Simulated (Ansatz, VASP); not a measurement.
## One calculation of NaF, two programs

```
Na F
1.0
    -0.24526    2.20737    2.20737
     2.20737   -0.24526    2.20737
     2.20737    2.20737   -0.24526
Na F
1 1
Direct
  0.00000 0.00000 0.00000
  0.50000 0.50000 0.50000
```

Alike in both runs: task single point; functional PBEsol; k mesh 10 × 10 × 10; occupations gaussian, width 0.05 eV; no spin polarisation.

```csv
,VASP,Ansatz
version,VASP 6.6.1,Ansatz 0.2.0
potentials or method,"VASP PAW PBE potentials, release 64 (Na_pv, F), cutoff 520 eV","scalar-relativistic, plane waves, PAW"
valence electrons in the cell,14,16
```

|  | VASP | Ansatz | Ansatz less VASP |
| --- | --- | --- | --- |
| gap on the k mesh at the Fermi level (eV) | 5.78 | 5.80 | +0.022 |
| least direct gap on the mesh (eV) | 5.78 | 5.80 | +0.022 |
| pressure (GPa) | -1.0 | -0.9 | +0.09 |
| traceless stress, the component that is largest in VASP (GPa) | 2.03 | 2.05 | +0.023 |

VASP's potentials were made for PBE, not for PBEsol. VASP's potentials hold 14 valence electrons a cell and Ansatz's 16, so a difference there can come from the potentials and not from the codes.
